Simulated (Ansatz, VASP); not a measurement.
**LiF in VASP and in Ansatz**

```
Li F
1.0
     3.28441    0.00000    0.00000
    -1.64221    2.84439    0.00000
     0.00000    0.00000    5.15043
Li F
2 2
Direct
  0.33333 0.66667 0.38107
  0.66667 0.33333 0.88107
  0.33333 0.66667 0.99393
  0.66667 0.33333 0.49393
```

Alike in both runs: task single point; functional PBE; k mesh 9 × 9 × 6; occupations gaussian, width 0.05 eV; no spin polarisation.

```csv
,VASP,Ansatz
version,VASP 6.6.1,Ansatz 0.2.0
potentials or method,"VASP PAW PBE potentials, release 64 (Li_sv, F), cutoff 520 eV","scalar-relativistic, plane waves, PAW"
valence electrons in the cell,20,20
```

```tsv
	VASP	Ansatz	Ansatz less VASP
gap on the k mesh at the Fermi level (eV)	6.88	6.89	+0.007
least direct gap on the mesh (eV)	6.88	6.89	+0.007
rms of the force components (eV/Å)	0.011	0.011	+0.0001
```

Atom by atom the forces differ by 0.000 eV/Å (rms over components). With one functional, cell and mesh, what is left measures potentials, basis and numerics.

Noted on VASP's run: the cutoff is short for stress, so the pressure is rough.
